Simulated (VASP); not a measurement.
# C (I4_1/amd) in VASP: notebook

C is run at these levels: r2SCAN; tasks: single point.

All numbers are computed with VASP 6.6.1; they aren't measurements. Logs are shortened: lines on timing, memory, paths and dates and some standing lists are left out, and cuts for length are marked.

## (1) The cell of the first run

Symmetry: I4_1/amd, No. 141, tetragonal system. Conventional cell: a = 2.522 Å, b = 2.522 Å, c = 3.281 Å, α = 90.00°, β = 90.00°, γ = 90.00°. Within 2.0 Å of C (site symmetry -4m2) lie 4 C at 1.50 Å.

## (2) Single point, r2SCAN (strain +0.000 along x and y, -0.080 along z)

The input, POSCAR:

```
C
1.0
    0.0000000000      1.7834000000      1.6407280000
    1.7834000000      0.0000000000      1.6407280000
    1.7834000000      1.7834000000      0.0000000000
C
2
Direct
    0.5000000000      0.5000000000      0.5000000000
    0.7500000000      0.7500000000      0.7500000000
```

The input, INCAR.step1:

```
PREC = Accurate
ENCUT = 520
ISMEAR = 0
SIGMA = 0.05
LREAL = F
LASPH = T
NELM = 60
NBANDS = 11
GGA = PE
ALGO = Normal
EDIFF = 1E-4
LWAVE = T
LCHARG = F
```

The input, INCAR.step2:

```
PREC = Accurate
ENCUT = 520
EDIFF = 1E-6
ISMEAR = 0
SIGMA = 0.05
LREAL = F
LASPH = T
NELM = 60
ALGO = Normal
ISIF = 2
LWAVE = F
LCHARG = F
METAGGA = R2SCAN
LMIXTAU = T
NBANDS = 11
ISTART = 1
```

The input, KPOINTS:

```
Automatic mesh
0
Gamma
  12 12 12
```

Potentials or basis: VASP PAW PBE potentials, release 64 (C).

Run with:

```
cat potpaw_PBE.64/C/POTCAR > POTCAR
cp INCAR.step1 INCAR
mpirun -np 1 vasp_std > vasp.out
cp INCAR.step2 INCAR
mpirun -np 1 vasp_std > vasp.out
```

OUTCAR:

```text
PREC = Accurate
   ENCUT = 520
   EDIFF = 1E-6
   ISMEAR = 0
   LREAL = F
   LASPH = T
   NELM = 60
   ISIF = 2
   METAGGA = R2SCAN
   ISTART = 1

 ion  position               nearest neighbor table
   1  0.500  0.500  0.500-   2 1.50   2 1.50   2 1.50   2 1.50
   2  0.750  0.750  0.750-   1 1.50   1 1.50   1 1.50   1 1.50

  LATTYP: Found a body centered tetragonal cell.
 ALAT       =     2.5221084671
 C/A-ratio  =     1.3010764774

  Lattice vectors:

 A1 = (   0.0000000000,  -1.7834000000,  -1.6407280000)
 A2 = (   0.0000000000,   1.7834000000,  -1.6407280000)
 A3 = (   1.7834000000,   0.0000000000,   1.6407280000)

Analysis of symmetry for initial positions (statically):
=====================================================================
 Subroutine PRICEL returns:
 Original cell was already a primitive cell.

 Routine SETGRP: Setting up the symmetry group for a
 body centered tetragonal supercell.

 Subroutine GETGRP returns: Found 16 space group operations
 (whereof  8 operations were pure point group operations)
 out of a pool of 16 trial point group operations.

The static configuration has the point symmetry D_2d.
 The point group associated with its full space group is D_4h.

Analysis of symmetry for dynamics (positions and initial velocities):
=====================================================================
 Subroutine PRICEL returns:
 Original cell was already a primitive cell.

 Routine SETGRP: Setting up the symmetry group for a
 body centered tetragonal supercell.

 Subroutine GETGRP returns: Found 16 space group operations
 (whereof  8 operations were pure point group operations)
 out of a pool of 16 trial point group operations.

The dynamic configuration has the point symmetry D_2d.
 The point group associated with its full space group is D_4h.

 Subroutine INISYM returns: Found 16 space group operations
 (whereof  8 operations are pure point group operations),
 and found     1 'primitive' translations

----------------------------------------------------------------------------------------

                                     Primitive cell

  volume of cell :      10.4367

  direct lattice vectors                    reciprocal lattice vectors
     0.000000000  1.783400000  1.640728000    -0.280363351  0.280363351  0.304742773
     1.783400000  0.000000000  1.640728000     0.280363351 -0.280363351  0.304742773
     1.783400000  1.783400000  0.000000000     0.280363351  0.280363351 -0.304742773

  length of vectors
     2.423324974  2.423324974  2.522108467     0.500075369  0.500075369  0.500075369

  position of ions in fractional coordinates (direct lattice)
     0.500000000  0.500000000  0.500000000
     0.750000000  0.750000000  0.750000000

  ion indices of the primitive-cell ions
   primitive index   ion index
                 1           1
                 2           2

----------------------------------------------------------------------------------------

 KPOINTS: Automatic mesh

Automatic generation of k-mesh.
 Grid dimensions read from file:
 generate k-points for:   12   12   12

 Generating k-lattice:

  Cartesian coordinates                     Fractional coordinates (reciprocal lattice)
    -0.023363613  0.023363613  0.025395231     0.083333333 -0.000000000  0.000000000
     0.023363613 -0.023363613  0.025395231    -0.000000000  0.083333333  0.000000000
     0.023363613  0.023363613 -0.025395231     0.000000000  0.000000000  0.083333333

  Length of vectors
     0.041672947  0.041672947  0.041672947

  Shift w.r.t. Gamma in fractional coordinates (k-lattice)
     0.000000000  0.000000000  0.000000000

 Subroutine IBZKPT returns following result:
 ===========================================

 Found    163 irreducible k-points:

 Following reciprocal coordinates:
            Coordinates               Weight
  0.000000  0.000000  0.000000      1.000000
  0.083333  0.000000  0.000000      8.000000
  0.166667  0.000000  0.000000      8.000000
  0.250000  0.000000  0.000000      8.000000
  0.333333  0.000000  0.000000      8.000000
  0.416667 -0.000000  0.000000      8.000000
[... 16 lines left out ...]
  0.500000  0.166667  0.000000      8.000000
 -0.416667  0.166667  0.000000      8.000000
 [... further k-points ...]
   k-points           NKPTS =    163   k-points in BZ     NKDIM =    163   number of bands    NBANDS=     11
   number of dos      NEDOS =    301   number of ions     NIONS =      2
   total plane-waves  NPLWV =   6480
   dimension x,y,z NGX =    18 NGY =   18 NGZ =   20
   dimension x,y,z NGXF=    36 NGYF=   36 NGZF=   40
   ions per type =               2
   NGX,Y,Z   is equivalent  to a cutoff of  12.35, 12.35, 13.18 a.u.
   NGXF,Y,Z  is equivalent  to a cutoff of  24.70, 24.70, 26.37 a.u.
 SYSTEM =  unknown system
   PREC   = accura    normal or accurate (medium, high low for compatibility)
   ISTART =      1    job   : 0-new  1-cont  2-samecut
   ICHARG =      0    charge: 1-file 2-atom 10-const
   ISPIN  =      1    spin polarized calculation?
   LNONCOLLINEAR =      F non collinear calculations
   LSORBIT =      F    spin-orbit coupling
   LASPH  =      T    aspherical Exc in radial PAW
   ENCUT  =  520.0 eV  38.22 Ry    6.18 a.u.   4.51  4.51  4.69*2*pi/ulx,y,z
   NELM   =     60;   NELMIN=  2; NELMDL=  0     # of ELM steps
   EDIFF  = 0.1E-05   stopping-criterion for ELM
   LREAL  =      F    real-space projection
   EDIFFG = 0.1E-04   stopping-criterion for IOM
   NSW    =      0    number of steps for IOM
   IBRION =     -1    ionic relax: 0-MD 1-quasi-New 2-CG
   NFREE  =      0    steps in history (QN), initial steepest desc. (CG)
   ISIF   =      2    stress and relaxation
   ISYM   =      2    0-nonsym 1-usesym 2-fastsym
   POTIM  = 0.5000    time-step for ionic-motion
   TEBEG  =    0.0;   TEEND  =   0.0 temperature during run
   PSTRESS=    0.0 pullay stress
   NELECT =       8.0000    total number of electrons
   NUPDOWN=      -1.0000    fix difference up-down
   EMIN   =  10.00;   EMAX   =-10.00  energy-range for DOS
   EFERMI =   0.00;   METHOD = LEGACY
   ISMEAR =     0;   SIGMA  =   0.05  broadening in eV -4-tet -1-fermi 0-gaus
   EFERMI_NEDOS =   21; number of points for ismear=-14 and -15
   IALGO  =     38    algorithm
   IMIX   =      4    mixing-type and parameters
     AMIX     =   0.40;   BMIX     =  1.00
     AMIX_MAG =   1.60;   BMIX_MAG =  1.00
  volume/ion in A,a.u.               =       5.22        35.22
  Fermi-wavevector in a.u.,A,eV,Ry     =   1.498247  2.831277 30.541603  2.244744
  Thomas-Fermi vector in A             =   2.610031
   LORBIT       =      0    0 simple, 1 ext, 2 COOP (PROOUT), +10 PAW based schemes
   METAGGA = R2SCAN    functional components
   LHFCALC =     F    Hartree Fock is set to
   AEXX    =    0.0000 exact exchange contribution
   IVDW    =     0    specifies the selected vdW correction
   LEPSILON=     F    determine dielectric tensor
   LRPA    =     F    only Hartree local field effects (RPA)
 non-spin polarized calculation
 Gauss-broadening in eV      SIGMA  =   0.05
  energy-cutoff  :      520.00
  volume of cell :       10.44
 maximum number of plane-waves:       298
   NGX =  9   NGY =  9   NGZ =  9

 number of electron       7.9999999 magnetization

 Free energy of the ion-electron system (eV)
  ---------------------------------------------------
  ext. energy  EPLUGINS =         0.00000000
  ---------------------------------------------------
  free energy    TOTEN  =       -19.39540614 eV

  energy without entropy =      -19.39540614  energy(sigma->0) =      -19.39540614

 E-fermi :  12.0271     XC(G=0): -14.7285

 val. band max:       11.8188407969   @ k =   0.0000   0.0000   0.0000
 cond. band min:      14.1042396912   @ k =   0.4167   0.4167   0.0000
 fundamental gap:      2.2853988943
 Fermi energy:        12.0270520631

 k-point     1 :       0.0000    0.0000    0.0000
  band No.  band energies     occupation
      1     -12.9088      2.00000
      2      10.5484      2.00000
      3      10.5484      2.00000
      4      11.8188      2.00000
      5      16.3445      0.00000
      6      17.5024      0.00000
      7      17.5024      0.00000
      8      26.7556      0.00000
      9      32.6458      0.00000
     10      37.0028      0.00000
     11      39.2875      0.00000

 k-point     2 :       0.0833    0.0000    0.0000
  band No.  band energies     occupation
      1     -12.6955      2.00000
      2       9.4235      2.00000
      3      10.1496      2.00000
      4      11.2050      2.00000
      5      16.8382      0.00000
      6      17.9579      0.00000
      7      18.3571      0.00000
      8      26.8998      0.00000
      9      32.9952      0.00000
     10      35.4149      0.00000
     11      37.1689      0.00000

 k-point     3 :       0.1667    0.0000    0.0000
  band No.  band energies     occupation
      1     -12.0579      2.00000
      2       6.7106      2.00000
      3       9.2718      2.00000
      4      10.3481      2.00000
      5      17.7924      0.00000
      6      18.8845      0.00000
      7      19.8272      0.00000
      8      27.3072      0.00000
      9      33.5947      0.00000
     10      34.1989      0.00000
     11      35.7182      0.00000

 k-point     4 :       0.2500    0.0000    0.0000
  band No.  band energies     occupation
      1     -11.0043      2.00000
      2       3.5748      2.00000
      3       8.3524      2.00000
      4       9.5886      2.00000
      5      18.6073      0.00000
      6      19.5956      0.00000
      7      21.0939      0.00000
      8      27.8616      0.00000
      9      33.6156      0.00000
     10      34.4119      0.00000
     11      35.8485      0.00000
[... 239 lines left out ...]
 k-point    22 :       0.4167    0.1667    0.0000
  band No.  band energies     occupation
      1      -7.9673      2.00000
      2      -0.2962      2.00000
      3       5.5714      2.00000
      4       7.1379      2.00000
      5      17.1755      0.00000
      6      22.9305      0.00000
      7      24.0457      0.00000
      8      24.3254      0.00000
      9      35.2222      0.00000
     10      37.3464      0.00000
     11      40.9529      0.00000

 k-point    23 :       0.5000    0.1667    0.0000
  band No.  band energies     occupation
      1      -6.2005      2.00000
      2      -2.7302      2.00000
      3       5.6093      2.00000
      4       6.3554      2.00000
      5      17.6105      0.00000
      6      22.5605      0.00000
      7      24.5331      0.00000
      8      25.7852      0.00000
      9      33.9920      0.00000
     10      38.3594      0.00000
     11      40.2868      0.00000

 k-point    24 :      -0.4167    0.1667    0.0000
  band No.  band energies     occupation
      1      -6.1590      2.00000
      2      -2.7888      2.00000
      3       5.7585      2.00000
      4       6.0026      2.00000
      5      17.9907      0.00000
      6      22.1088      0.00000
      7      24.6008      0.00000
      8      27.7474      0.00000
      9      32.4717      0.00000
     10      37.3266      0.00000
     11      38.6162      0.00000

 [... further k-points ...]
[... 5 lines left out ...]
  --------------------------------------------------------------------------------------
  -------------------------------------------------------------------------------------
  Total        0.9609055      0.9609055      6.2860438      0.0000000     -0.0000000      0.0000000
  in kB      147.5119392    147.5119392    964.9923675      0.0000000     -0.0000000      0.0000000
  external PRESSURE =     420.0054153 kB  Pullay stress =       0.0000000 kB

 VOLUME and BASIS-vectors are now :
 -----------------------------------------------------------------------------
  energy-cutoff  :      520.00
  volume of cell :       10.44
      direct lattice vectors                 reciprocal lattice vectors
     0.000000000  1.783400000  1.640728000    -0.280363351  0.280363351  0.304742773
     1.783400000  0.000000000  1.640728000     0.280363351 -0.280363351  0.304742773
     1.783400000  1.783400000  0.000000000     0.280363351  0.280363351 -0.304742773

 POSITION                                       TOTAL-FORCE (eV/Angst)
 -----------------------------------------------------------------------------------
      1.78340      1.78340      1.64073         0.000000      0.000000      0.000000
      2.67510      2.67510      2.46109         0.000000      0.000000     -0.000000
 -----------------------------------------------------------------------------------
    total drift:                                0.000000     -0.000000      0.000000

  FREE ENERGIE OF THE ION-ELECTRON SYSTEM (eV)
  ---------------------------------------------------
  free  energy   TOTEN  =       -19.3954061389 eV

  energy  without entropy=      -19.3954061389  energy(sigma->0) =      -19.39540614
```

Wall time 34 s (1 thread of Intel Xeon Platinum 8488C (Sapphire Rapids), shared host); peak memory 0.12 GiB.

What came out:

- Free energy: -19.3954 eV
- Pressure: 42.0 GPa
- Band gap on the k mesh: 2.29 eV, indirect (least direct gap 4.53 eV)

Caveat: the cell differs from its parent crystal (strain +0.000 along x and y, -0.080 along z); the PAW data sets were made with another functional, which shifts forces and pressure a little.

(Part 1 of 3 ends here.)
